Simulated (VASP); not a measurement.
## NaF: single point with HSE06

Crystal: NaF.

```
Na F
1.0
     2.79349    0.00000    0.00000
     0.00000    2.79349    0.00000
     0.00000    0.00000    2.79349
Na F
1 1
Direct
  0.00000 0.00000 0.00000
  0.50000 0.50000 0.50000
```

```json
{
 "Program": "VASP 6.6.1",
 "Task": "single point",
 "Functional": "HSE06",
 "Potentials or basis": "VASP PAW PBE potentials, release 64 (Na_pv, F)",
 "Cutoff": "520 eV",
 "k mesh": "6 × 6 × 6",
 "Occupations": "gaussian, width 0.01 eV",
 "Spin": "no spin polarisation",
 "Dipole correction": "no",
 "Grid for exact exchange (PRECFOCK)": "Normal",
 "Further INCAR settings": "ALGO = Normal; EDIFF = 1e-06; NBANDS = 14",
 "Share of exact exchange": "0.25",
 "Screening parameter": "0.2079 1/Å"
}
```

```yaml
Pressure: 1.9 GPa
Band_gap_on_the_k_mesh: 8.30 eV (least direct gap 8.65 eV)
```

Levels at points of the mesh, in eV from the valence-band top:
| k point | band 3 | band 4 | band 5 | band 6 | band 7 | band 8 | band 9 | band 10 | band 11 | band 12 |
| --- | --- | --- | --- | --- | --- | --- | --- | --- | --- | --- |
| (0.00, 0.00, 0.00) | -21.51 | -21.49 | -0.35 | -0.35 | -0.35 | 8.30 | 18.09 | 18.09 | 26.77 | 26.77 |
| (0.50, 0.00, 0.00) | -21.48 | -20.57 | -2.75 | -0.22 | -0.22 | 13.18 | 14.30 | 22.39 | 23.60 | 26.14 |
| (0.50, 0.50, 0.00) | -21.46 | -20.93 | -1.99 | -1.99 | 0.00 | 14.25 | 17.82 | 17.82 | 18.09 | 26.35 |
| (0.50, 0.50, 0.50) | -21.69 | -20.68 | -1.75 | -1.75 | -1.75 | 16.74 | 16.74 | 16.74 | 22.17 | 22.17 |

It took 5.5 min on 1 thread of AMD EPYC 9R45 96-Core Processor (Zen 5), with other jobs on the host, peak memory 0.21 GiB.

Caveat: the PAW data sets were made with another functional, which shifts forces and pressure a little. A k mesh can miss the band edges.
